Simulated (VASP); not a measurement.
The system is Pd.

```xyz
1
Lattice="0.0000 1.9721 1.9721 1.9721 0.0000 1.9721 1.9721 1.9721 0.0000" Properties=species:S:1:pos:R:3 pbc="T T T"
Pd    0.0000    0.0000    0.0000
```

Base run:

* Program: VASP 6.6.1
* Functional: PBE
* Potentials or basis: VASP PAW PBE potentials, release 64 (Pd)
* Cutoff: 520 eV
* k mesh: 12 × 12 × 12
* Occupations: fermi-dirac, width 0.05 eV
* Spin: no spin polarisation

Its results: band gap on the k mesh zero (band 5 reaches 9.39 eV, above the bottom of band 6 at 7.91 eV); pressure -0.6 GPa.

Q: The run is repeated on the same cell with these changes: functional from PBE to RPBE. What comes out?

A: Band gap on the k mesh zero (band 5 reaches 9.49 eV, above the bottom of band 6 at 8.02 eV); pressure 4.0 GPa.

RPBE binds less tightly than PBE, so the same cell stands under more pressure.

Caveats: the PAW data sets were made with another functional, which shifts forces and pressure a little (some runs).
